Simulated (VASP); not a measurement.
FeSi:

```
Fe Si
1.0
     4.44797    0.00000    0.00000
     0.00000    4.44797    0.00000
     0.00000    0.00000    4.44797
Fe Si
4 4
Direct
  0.13599 0.13599 0.13599
  0.36401 0.86401 0.63599
  0.63599 0.36401 0.86401
  0.86401 0.63599 0.36401
  0.84071 0.84071 0.84071
  0.65929 0.15929 0.34071
  0.34071 0.65929 0.15929
  0.15929 0.34071 0.65929
```

```yaml
Program: VASP 6.6.1
Task: relaxation of cell and atoms
Functional: LDA
Potentials_or_basis: VASP PAW LDA potentials, release 64 (Fe, Si)
Cutoff: 600 eV
k_mesh: 8 × 8 × 8
Occupations: gaussian, width 0.01 eV
Spin: no spin polarisation
```

At the start: pressure -11.9 GPa; volume 11.00 Å³/atom.

Q: How do energy, volume and symmetry change on relaxing?

A: Over 7 steps the energy falls by 21.0 meV/atom and the volume is 10.45 Å³/atom (-5.0 %); space group P2_13 (No. 198, to 0.1 Å) before and after.

The path:
| step | energy change (eV) | largest force (eV/Å) | pressure (GPa) | volume (Å³) |
| --- | --- | --- | --- | --- |
| 1 | 0.0000 | 0.1006 | -11.87 | 88.00 |
| 2 | 0.2113 | 0.5431 | 22.14 | 78.03 |
| 3 | -0.1646 | 0.1288 | -0.33 | 83.84 |
| 4 | -0.1646 | 0.1338 | -0.06 | 83.76 |
| 5 | -0.1670 | 0.0638 | -0.02 | 83.68 |
| 6 | -0.1677 | 0.0126 | 0.02 | 83.61 |
| 7 | -0.1678 | 0.0008 | -0.01 | 83.63 |

Final structure:
```yaml
crystal:
  lattice:
    - [4.37307, 0.00000, 0.00000]
    - [0.00000, 4.37307, 0.00000]
    - [0.00000, 0.00000, 4.37307]
  atoms:
    - { symbol: Fe, position: [0.13719, 0.13719, 0.13719] }
    - { symbol: Fe, position: [0.36281, 0.86281, 0.63719] }
    - { symbol: Fe, position: [0.63719, 0.36281, 0.86281] }
    - { symbol: Fe, position: [0.86281, 0.63719, 0.36281] }
    - { symbol: Si, position: [0.84086, 0.84086, 0.84086] }
    - { symbol: Si, position: [0.65914, 0.15914, 0.34086] }
    - { symbol: Si, position: [0.34086, 0.65914, 0.15914] }
    - { symbol: Si, position: [0.15914, 0.34086, 0.65914] }
```
